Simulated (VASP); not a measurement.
# F (C2/m) in VASP: a series of runs

The runs below take F through single point, with PBEsol.

Program: VASP 6.6.1. These are calculated values, not measurements. Logs are shortened: lines on timing, memory, paths and dates and some standing lists are left out, and cuts for length are marked.

### 1 The cell of the first run

It takes space group C2/m (No. 12, monoclinic). The conventional cell has a = 6.255 Å, b = 3.761 Å, c = 7.869 Å, α = 90.00°, β = 111.54°, γ = 90.00°. Within 2.0 Å of F (site symmetry m) lie 1 F at 1.47 Å. Within 2.0 Å of F (site symmetry m) lie 1 F at 1.47 Å.

### 2 Single point, PBEsol

INCAR

```
PREC     = Accurate       # precision mode
ENCUT    = 520            # plane-wave cutoff, eV
EDIFF    = 1E-6           # SCF threshold, eV
ISMEAR   = 0              # smearing method
SIGMA    = 0.05           # smearing width, eV
LREAL    = F              # projectors in reciprocal space
LASPH    = T              # aspherical terms in the spheres
NELM     = 60             # most SCF steps
ALGO     = Normal         # electronic algorithm
ISIF     = 2              # what is computed and relaxed
LWAVE    = F              # write WAVECAR
LCHARG   = T              # write CHGCAR
GGA      = PS             # functional
LELF     = T              # ELF
LVHAR    = T            
NBANDS   = 22             # bands
```

KPOINTS

```
Automatic mesh
0
Gamma
  4 4 2
```

POSCAR

```
F
1.0
    3.1181589562     -1.8804961383     -0.2404993186
    3.1181589562      1.8804961383     -0.2404993186
   -2.3181628303      0.0000000000      7.5199130226
F
4
Direct
    0.0848459664      0.0848459664      0.0940038325
    0.9151540336      0.9151540336      0.9059961675
    0.5015719855      0.5015719855      0.5937195244
    0.4984280145      0.4984280145      0.4062804756
```

Potentials or basis: VASP PAW PBE potentials, release 64 (F).

Started as:

```console
$ cat potpaw_PBE.64/F/POTCAR > POTCAR
$ mpirun -np 1 vasp_std > vasp.out
```

OUTCAR:

```text
PREC = Accurate
   ENCUT = 520
   EDIFF = 1E-6
   ISMEAR = 0
   LREAL = F
   LASPH = T
   NELM = 60
   ISIF = 2
   GGA = PS

 ion  position               nearest neighbor table
   1  0.085  0.085  0.094-   2 1.47
   2  0.915  0.915  0.906-   1 1.47
   3  0.502  0.502  0.594-   4 1.47
   4  0.498  0.498  0.406-   3 1.47

  LATTYP: Found a base centered monoclinic cell.
 ALAT       =     6.2548397896
 B/A-ratio  =     0.6012931431
 C/A-ratio  =     1.2580841809
 COS(beta)  =    -0.3672053764

  Lattice vectors:

 A1 = (   3.1181589562,  -1.8804961383,  -0.2404993186)
 A2 = (   3.1181589562,   1.8804961383,  -0.2404993186)
 A3 = (  -2.3181628303,   0.0000000000,   7.5199130226)

Analysis of symmetry for initial positions (statically):
=====================================================================
 Subroutine PRICEL returns:
 Original cell was already a primitive cell.

 Routine SETGRP: Setting up the symmetry group for a
 base centered monoclinic supercell.

 Subroutine GETGRP returns: Found  4 space group operations
 (whereof  4 operations were pure point group operations)
 out of a pool of  4 trial point group operations.

The static configuration has the point symmetry C_2h.

Analysis of symmetry for dynamics (positions and initial velocities):
=====================================================================
 Subroutine PRICEL returns:
 Original cell was already a primitive cell.

 Routine SETGRP: Setting up the symmetry group for a
 base centered monoclinic supercell.

 Subroutine GETGRP returns: Found  4 space group operations
 (whereof  4 operations were pure point group operations)
 out of a pool of  4 trial point group operations.

The dynamic configuration has the point symmetry C_2h.

 Subroutine INISYM returns: Found  4 space group operations
 (whereof  4 operations are pure point group operations),
 and found     1 'primitive' translations

----------------------------------------------------------------------------------------

                                     Primitive cell

  volume of cell :      86.0920

  direct lattice vectors                    reciprocal lattice vectors
     3.118158956 -1.880496138 -0.240499319     0.164256463 -0.265887278  0.050635323
     3.118158956  1.880496138 -0.240499319     0.164256463  0.265887278  0.050635323
    -2.318162830  0.000000000  7.519913023     0.010506389  0.000000000  0.136219065

  length of vectors
     3.649249365  3.649249365  7.869114993     0.316607275  0.316607275  0.136623636

  position of ions in fractional coordinates (direct lattice)
     0.084845966  0.084845966  0.094003833
     0.915154034  0.915154034  0.905996167
     0.501571985  0.501571985  0.593719524
     0.498428014  0.498428014  0.406280476

  ion indices of the primitive-cell ions
   primitive index   ion index
                 1           1
                 2           2
                 3           3
                 4           4

----------------------------------------------------------------------------------------

 KPOINTS: Automatic mesh

Automatic generation of k-mesh.
 Grid dimensions read from file:
 generate k-points for:    4    4    2

 Generating k-lattice:

  Cartesian coordinates                     Fractional coordinates (reciprocal lattice)
     0.041064116 -0.066471820  0.012658831     0.250000000 -0.000000000  0.000000000
     0.041064116  0.066471820  0.012658831    -0.000000000  0.250000000  0.000000000
     0.005253195  0.000000000  0.068109533    -0.000000000 -0.000000000  0.500000000

  Length of vectors
     0.079151819  0.079151819  0.068311818

  Shift w.r.t. Gamma in fractional coordinates (k-lattice)
     0.000000000  0.000000000  0.000000000

 Subroutine IBZKPT returns following result:
 ===========================================

 Found     14 irreducible k-points:

 Following reciprocal coordinates:
            Coordinates               Weight
  0.000000  0.000000  0.000000      1.000000
  0.250000  0.000000  0.000000      4.000000
  0.500000  0.000000  0.000000      2.000000
  0.250000  0.250000  0.000000      2.000000
  0.500000  0.250000  0.000000      4.000000
 -0.250000  0.250000  0.000000      2.000000
  0.500000  0.500000  0.000000      1.000000
  0.000000  0.000000  0.500000      1.000000
  0.250000  0.000000  0.500000      4.000000
  0.500000  0.000000  0.500000      2.000000
  0.250000  0.250000  0.500000      2.000000
  0.500000  0.250000  0.500000      4.000000
 -0.250000  0.250000  0.500000      2.000000
  0.500000  0.500000  0.500000      1.000000
   k-points           NKPTS =     14   k-points in BZ     NKDIM =     14   number of bands    NBANDS=     22
   number of dos      NEDOS =    301   number of ions     NIONS =      4
   total plane-waves  NPLWV =  47040
   dimension x,y,z NGX =    28 NGY =   28 NGZ =   60
   dimension x,y,z NGXF=    56 NGYF=   56 NGZF=  120
   ions per type =               4
   NGX,Y,Z   is equivalent  to a cutoff of  12.76, 12.76, 12.68 a.u.
   NGXF,Y,Z  is equivalent  to a cutoff of  25.51, 25.51, 25.35 a.u.
 SYSTEM =  unknown system
   PREC   = accura    normal or accurate (medium, high low for compatibility)
   ISTART =      0    job   : 0-new  1-cont  2-samecut
   ICHARG =      2    charge: 1-file 2-atom 10-const
   ISPIN  =      1    spin polarized calculation?
   LNONCOLLINEAR =      F non collinear calculations
   LSORBIT =      F    spin-orbit coupling
   LASPH  =      T    aspherical Exc in radial PAW
   ENCUT  =  520.0 eV  38.22 Ry    6.18 a.u.   6.79  6.79 14.63*2*pi/ulx,y,z
   NELM   =     60;   NELMIN=  2; NELMDL= -5     # of ELM steps
   EDIFF  = 0.1E-05   stopping-criterion for ELM
   LREAL  =      F    real-space projection
   EDIFFG = 0.1E-04   stopping-criterion for IOM
   NSW    =      0    number of steps for IOM
   IBRION =     -1    ionic relax: 0-MD 1-quasi-New 2-CG
   NFREE  =      0    steps in history (QN), initial steepest desc. (CG)
   ISIF   =      2    stress and relaxation
   ISYM   =      2    0-nonsym 1-usesym 2-fastsym
   POTIM  = 0.5000    time-step for ionic-motion
   TEBEG  =    0.0;   TEEND  =   0.0 temperature during run
   PSTRESS=    0.0 pullay stress
   NELECT =      28.0000    total number of electrons
   NUPDOWN=      -1.0000    fix difference up-down
   EMIN   =  10.00;   EMAX   =-10.00  energy-range for DOS
   EFERMI =   0.00;   METHOD = LEGACY
   ISMEAR =     0;   SIGMA  =   0.05  broadening in eV -4-tet -1-fermi 0-gaus
   EFERMI_NEDOS =   21; number of points for ismear=-14 and -15
   IALGO  =     38    algorithm
   IMIX   =      4    mixing-type and parameters
     AMIX     =   0.40;   BMIX     =  1.00
     AMIX_MAG =   1.60;   BMIX_MAG =  1.00
  volume/ion in A,a.u.               =      21.52       145.24
  Fermi-wavevector in a.u.,A,eV,Ry     =   1.125831  2.127512 17.245326  1.267496
  Thomas-Fermi vector in A             =   2.262510
   LORBIT       =      0    0 simple, 1 ext, 2 COOP (PROOUT), +10 PAW based schemes
   GGA     = PS    functional components
   LHFCALC =     F    Hartree Fock is set to
   AEXX    =    0.0000 exact exchange contribution
   IVDW    =     0    specifies the selected vdW correction
   LEPSILON=     F    determine dielectric tensor
   LRPA    =     F    only Hartree local field effects (RPA)
 non-spin polarized calculation
 Gauss-broadening in eV      SIGMA  =   0.05
  energy-cutoff  :      520.00
  volume of cell :       86.09
 maximum number of plane-waves:      2330
   NGX = 13   NGY = 13   NGZ = 29

 number of electron      27.9999990 magnetization

 Free energy of the ion-electron system (eV)
  ---------------------------------------------------
  ext. energy  EPLUGINS =         0.00000000
  ---------------------------------------------------
  free energy    TOTEN  =        -7.68603339 eV

  energy without entropy =       -7.68603339  energy(sigma->0) =       -7.68603339

 E-fermi :  -6.2283     XC(G=0):  -6.3376

 val. band max:       -6.4657703822   @ k =   0.5000   0.5000   0.0000
 cond. band min:      -4.1278429410   @ k =   0.0000   0.0000   0.0000
 fundamental gap:      2.3379274412
 Fermi energy:        -6.2282507294

 k-point     1 :       0.0000    0.0000    0.0000
  band No.  band energies     occupation
      1     -30.4192      2.00000
      2     -30.2623      2.00000
      3     -25.0323      2.00000
      4     -24.8403      2.00000
      5     -12.4878      2.00000
      6     -12.0280      2.00000
[... 14 lines left out ...]
     21      12.0356      0.00000
     22      13.2896      0.00000

 k-point     2 :       0.2500    0.0000    0.0000
  band No.  band energies     occupation
      1     -30.4044      2.00000
      2     -30.2530      2.00000
      3     -25.0070      2.00000
      4     -24.8547      2.00000
      5     -12.4231      2.00000
      6     -12.0882      2.00000
[... 14 lines left out ...]
     21      10.3043      0.00000
     22      11.6317      0.00000

 k-point     3 :       0.5000    0.0000    0.0000
  band No.  band energies     occupation
      1     -30.3892      2.00000
      2     -30.2437      2.00000
      3     -24.9750      2.00000
      4     -24.8758      2.00000
      5     -12.3086      2.00000
      6     -12.1978      2.00000
[... 14 lines left out ...]
     21       9.1216      0.00000
     22       9.2701      0.00000
[... 226 lines left out ...]
 k-point    13 :      -0.2500    0.2500    0.5000
  band No.  band energies     occupation
      1     -30.3890      2.00000
      2     -30.2435      2.00000
      3     -24.9751      2.00000
      4     -24.8757      2.00000
      5     -12.3065      2.00000
      6     -12.1969      2.00000
[... 14 lines left out ...]
     21       9.4817      0.00000
     22       9.4991      0.00000

 k-point    14 :       0.5000    0.5000    0.5000
  band No.  band energies     occupation
      1     -30.3817      2.00000
      2     -30.2362      2.00000
      3     -24.9794      2.00000
      4     -24.8801      2.00000
      5     -12.3204      2.00000
      6     -12.2113      2.00000
[... 14 lines left out ...]
     21       8.2536      0.00000
     22       8.3506      0.00000

------------------------ aborting loop because EDIFF is reached ----------------------------------------

  FORCE on cell =-STRESS in cart. coord.  units (eV):
  Direction    XX          YY          ZZ          XY          YZ          ZX
  --------------------------------------------------------------------------------------
  -------------------------------------------------------------------------------------
  Total       -0.9653633     -0.2807055     -4.8776426      0.0000000      0.0000000     -0.3308306
  in kB      -17.9654691     -5.2239470    -90.7732234      0.0000000      0.0000000     -6.1567776
  external PRESSURE =     -37.9875465 kB  Pullay stress =       0.0000000 kB

 VOLUME and BASIS-vectors are now :
 -----------------------------------------------------------------------------
  energy-cutoff  :      520.00
  volume of cell :       86.09
      direct lattice vectors                 reciprocal lattice vectors
     3.118158956 -1.880496138 -0.240499319     0.164256463 -0.265887278  0.050635323
     3.118158956  1.880496138 -0.240499319     0.164256463  0.265887278  0.050635323
    -2.318162830  0.000000000  7.519913023     0.010506389  0.000000000  0.136219065

 POSITION                                       TOTAL-FORCE (eV/Angst)
 -----------------------------------------------------------------------------------
      0.31121      0.00000      0.66609        -0.744448      0.000000     -1.574999
      3.60694      0.00000      6.37282         0.744448      0.000000      1.574999
      1.75162      0.00000      4.22346         0.504848      0.000000     -1.687761
      2.16653      0.00000      2.81545        -0.504848      0.000000      1.687761
 -----------------------------------------------------------------------------------
    total drift:                                0.000000      0.000000     -0.000000

  FREE ENERGIE OF THE ION-ELECTRON SYSTEM (eV)
  ---------------------------------------------------
  free  energy   TOTEN  =        -7.6860333880 eV

  energy  without entropy=       -7.6860333880  energy(sigma->0) =       -7.68603339
```

Wall time 16 s (1 thread of AMD EPYC 9R14 (Zen 4), shared host); peak memory 0.16 GiB.

Results:

| Item | Value |
| --- | --- |
| Free energy | -7.6860 eV |
| Pressure | -3.8 GPa |
| Largest force | 1.762 eV/Å |
| Band gap on the k mesh | 2.34 eV, indirect (least direct gap 2.39 eV) |

Forces in eV/Å, atoms in the order of the input:
```
F   -0.744  0.000 -1.575
F    0.744  0.000  1.575
F    0.505  0.000 -1.688
F   -0.505  0.000  1.688
```

Stress tensor (GPa, compression positive):
```
-1.80  0.00 -0.62
 0.00 -0.52  0.00
-0.62  0.00 -9.08
```

Caveat: the k points lie up to 0.50 Å⁻¹ apart; the PAW data sets were made with another functional, which shifts forces and pressure a little. As with any semilocal functional, this PBEsol gap is likely too small.

### 3 Single point, PBEsol

This run uses another cell than the first one, of the same volume but with other edges.

INCAR

```
ALGO = Normal ; EDIFF = 1E-6
ENCUT = 520 ; GGA = PS
ISIF = 2 ; ISMEAR = 0
LASPH = True ; LCHARG = True
LELF = True ; LREAL = False
LVHAR = True ; LWAVE = False
NBANDS = 22 ; NELM = 80
PREC = Accurate ; SIGMA = 0.05
```

KPOINTS

```
k-points
0
Gamma
  4 4 2
```

POSCAR

```
F
1.0
    3.3966875081     -1.8017468616     -0.2619818433
    3.3966875081      1.8017468616     -0.2619818433
   -2.5990803272      0.0000000000      7.2341568910
F
4
Direct
    0.0848459664      0.0848459664      0.0940038325
    0.9151540336      0.9151540336      0.9059961675
    0.5015719855      0.5015719855      0.5937195244
    0.4984280145      0.4984280145      0.4062804756
```

Potentials or basis: VASP PAW PBE potentials, release 64 (F).

Started as:

```console
$ cat potpaw_PBE.64/F/POTCAR > POTCAR
$ mpirun -np 1 vasp_std > vasp.out
```

Run time: 18 s. Hardware: 1 thread of AMD EPYC 9R14 (Zen 4), shared host; peak memory 0.18 GiB.

Results (log left out):

```
Free energy            : -7.7793 eV
Pressure               : -1.8 GPa
Largest force          : 0.732 eV/Å
Band gap on the k mesh : 2.75 eV, indirect (least direct gap 2.82 eV)
```

Forces on the atoms (eV/Å):
```
F   -0.333  0.000 -0.645
F    0.333  0.000  0.645
F    0.249  0.000 -0.688
F   -0.249  0.000  0.688
```

Stress tensor (GPa, compression positive):
```
-1.19  0.00 -0.24
 0.00 -0.50  0.00
-0.24  0.00 -3.83
```

Levels at points of the mesh, in eV from the valence-band top:
| k point | band 11 | band 12 | band 13 | band 14 | band 15 | band 16 | band 17 | band 18 |
| --- | --- | --- | --- | --- | --- | --- | --- | --- |
| (0.00, 0.00, 0.00) | -0.31 | -0.14 | -0.11 | -0.07 | 2.75 | 3.31 | 8.55 | 11.08 |
| (0.50, 0.00, 0.00) | -0.30 | -0.25 | -0.25 | -0.15 | 3.05 | 3.12 | 12.27 | 12.39 |
| (0.50, 0.50, 0.00) | -0.27 | -0.21 | -0.14 | 0.00 | 3.02 | 3.10 | 12.32 | 12.44 |
| (0.00, 0.00, 0.50) | -0.27 | -0.17 | -0.14 | -0.08 | 2.98 | 3.04 | 9.38 | 9.39 |
| (0.50, 0.00, 0.50) | -0.40 | -0.29 | -0.17 | -0.06 | 2.94 | 3.22 | 12.19 | 12.90 |
| (0.50, 0.50, 0.50) | -0.28 | -0.19 | -0.14 | -0.07 | 3.04 | 3.11 | 11.85 | 11.94 |

Caveat: the k points lie up to 0.50 Å⁻¹ apart; the PAW data sets were made with another functional, which shifts forces and pressure a little.

### 4 Single point, PBEsol

INCAR

```
ALGO = Normal ; EDIFF = 1E-6
ENCUT = 520 ; GGA = PS
ISIF = 2 ; ISMEAR = 0
LASPH = T ; LCHARG = F
LREAL = F ; LWAVE = F
NBANDS = 22 ; NELM = 60
PREC = Accurate ; SIGMA = 0.05
```

KPOINTS is that of step 3.

POSCAR

```
F
1.0
    3.1856334639     -1.8604742729     -0.2457035347
    3.1856334639      1.8604742729     -0.2457035347
   -2.3864987958      0.0000000000      7.4470219456
F
4
Direct
    0.0848459664      0.0848459664      0.0940038325
    0.9151540336      0.9151540336      0.9059961675
    0.5015719855      0.5015719855      0.5937195244
    0.4984280145      0.4984280145      0.4062804756
```

Started as:

```console
$ cat potpaw_PBE.64/F/POTCAR > POTCAR
$ mpirun -np 1 vasp_std > vasp.out
```

It took 14 s on 1 thread of AMD EPYC 9R14 (Zen 4), shared host; peak memory 0.16 GiB.

The run converged. Its results:

* Free energy: -7.7188 eV
* Pressure: -3.3 GPa
* Largest force: 1.509 eV/Å
* Band gap on the k mesh: 2.44 eV, indirect (least direct gap 2.50 eV)

Forces on the atoms (eV/Å):
```
F   -0.651  0.000 -1.343
F    0.651  0.000  1.343
F    0.450  0.000 -1.440
F   -0.450  0.000  1.440
```

Stress tensor (GPa, compression positive):
```
-1.68  0.00 -0.51
 0.00 -0.51  0.00
-0.51  0.00 -7.73
```

Levels at points of the mesh, in eV from the valence-band top:
```csv
k point,band 10,band 11,band 12,band 13,band 14,band 15,band 16,band 17,band 18,band 19
"(0.00, 0.00, 0.00)",-2.96,-0.26,-0.15,-0.08,-0.06,2.44,3.06,8.67,11.09,11.74
"(0.50, 0.00, 0.00)",-3.03,-0.30,-0.24,-0.21,-0.12,2.76,2.85,12.34,12.46,13.88
"(0.50, 0.50, 0.00)",-3.03,-0.28,-0.23,-0.14,0.00,2.72,2.85,12.76,12.87,13.02
"(0.00, 0.00, 0.50)",-2.97,-0.24,-0.15,-0.12,-0.06,2.70,2.78,9.44,9.46,14.38
"(0.50, 0.00, 0.50)",-3.01,-0.37,-0.26,-0.15,-0.05,2.62,2.96,12.23,13.01,13.32
"(0.50, 0.50, 0.50)",-3.07,-0.30,-0.18,-0.16,-0.07,2.76,2.85,12.35,12.43,14.38
```

Caveat: the k points lie up to 0.50 Å⁻¹ apart; the PAW data sets were made with another functional, which shifts forces and pressure a little. A k mesh can miss the band edges.

(Part 1 of 2 ends here.)
